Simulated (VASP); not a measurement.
Set up this calculation in VASP 6.6.1, as the native input.

```
Task                   : single point
Functional             : PBEsol
Potentials or basis    : VASP PAW PBE potentials, release 64 (Ti_sv, O)
Cutoff                 : 600 eV
k mesh                 : 5 × 5 × 7
Occupations            : gaussian, width 0.01 eV
Spin                   : no spin polarisation
Dipole correction      : no
Further INCAR settings : ALGO = Normal; EDIFF = 1e-06; NBANDS = 33
```

The structure of TiO2 (Rutile) lies in POSCAR:

```
TiO2
1.0
    4.5922000000      0.0000000000      0.0000000000
    0.0000000000      4.5922000000      0.0000000000
    0.0000000000      0.0000000000      2.9574000000
Ti O
2 4
Direct
    0.0000000000      0.0000000000      0.0000000000
    0.5000000000      0.5000000000      0.5000000000
    0.3049600000      0.3049600000      0.0000000000
    0.1950400000      0.8049600000      0.5000000000
    0.6950400000      0.6950400000      0.0000000000
    0.8049600000      0.1950400000      0.5000000000
```

These files were run (other wordings do the same):

INCAR

```
PREC     = Accurate       # precision mode
ENCUT    = 600            # plane-wave cutoff, eV
EDIFF    = 1E-6           # SCF threshold, eV
ISMEAR   = 0              # smearing method
SIGMA    = 0.01           # smearing width, eV
LREAL    = False          # projectors in reciprocal space
LASPH    = True           # aspherical terms in the spheres
NELM     = 120            # most SCF steps
ALGO     = Normal         # electronic algorithm
ISIF     = 2              # what is computed and relaxed
LWAVE    = False          # write WAVECAR
LCHARG   = True           # write CHGCAR
GGA      = PS             # functional
LELF     = True           # ELF
LVHAR    = True         
NBANDS   = 33             # bands
GGA_COMPAT= False
```

KPOINTS

```
Automatic mesh
0
Gamma
  5 5 7
```

Potentials or basis: VASP PAW PBE potentials, release 64 (Ti_sv, O).

Command:

```bash
$ cat potpaw_PBE.64/Ti_sv/POTCAR potpaw_PBE.64/O/POTCAR > POTCAR
$ mpirun -np 1 vasp_std > vasp.out
```

Results of the run:

The pressure is -1.3 GPa, the largest force is 0.054 eV/Å and the band gap on the k mesh is 1.84 eV, direct.

Caveat: the PAW data sets were made with another functional, which shifts forces and pressure a little.

It took 74 s on 1 thread of Intel Xeon 8259CL, on a shared host, peak memory 0.21 GiB.
